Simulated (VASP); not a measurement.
Input of a VASP 6.6.1 run:

Contents of INCAR:

```
SYSTEM = N
ALGO = Normal
EDIFF = 1E-7
ENCUT = 520
GGA = PS
ISIF = 2
ISMEAR = 0
LASPH = .TRUE.
LCHARG = .FALSE.
LREAL = .FALSE.
LWAVE = .FALSE.
NBANDS = 18
NELM = 80
PREC = Accurate
SIGMA = 0.05
```

File KPOINTS:

```
k-points
0
G
  6 6 6
  0 0 0
```

Contents of POSCAR:

```
N
1.0
    4.3994223922      0.0000000000      0.0000000000
    0.0000000000      4.3994223922      0.0000000000
    0.0000000000      0.0000000000      4.6069683823
N
4
Direct
    0.9042752000      0.9042752000      0.0000000000
    0.5957248000      0.4042752000      0.5000000000
    0.0957248000      0.0957248000      0.0000000000
    0.4042752000      0.5957248000      0.5000000000
```

Potentials or basis: VASP PAW PBE potentials, release 64 (N).

Run with:

```console
$ cat potpaw_PBE.64/N/POTCAR > POTCAR
$ mpirun -np 1 vasp_std > vasp.out
```

Q: What does it give for the band gap on the k mesh?

A: 5.89 eV.

Q: What does it give for the largest force?

A: 9.015 eV/Å.

Q: What does it give for the pressure?

A: -12.5 GPa.

Stress tensor (GPa, compression positive):
```
-19.00   0.00   0.00
  0.00 -19.00   0.00
  0.00   0.00   0.47
```

Caveat: the standard files for N, O and F lose accuracy on very short bonds; the cell stands under tension; this functional lacks dispersion, which holds the molecules together, so the pressure and a relaxed volume are unreliable; the PAW data sets were made with another functional, which shifts forces and pressure a little. A k mesh can miss the band edges.
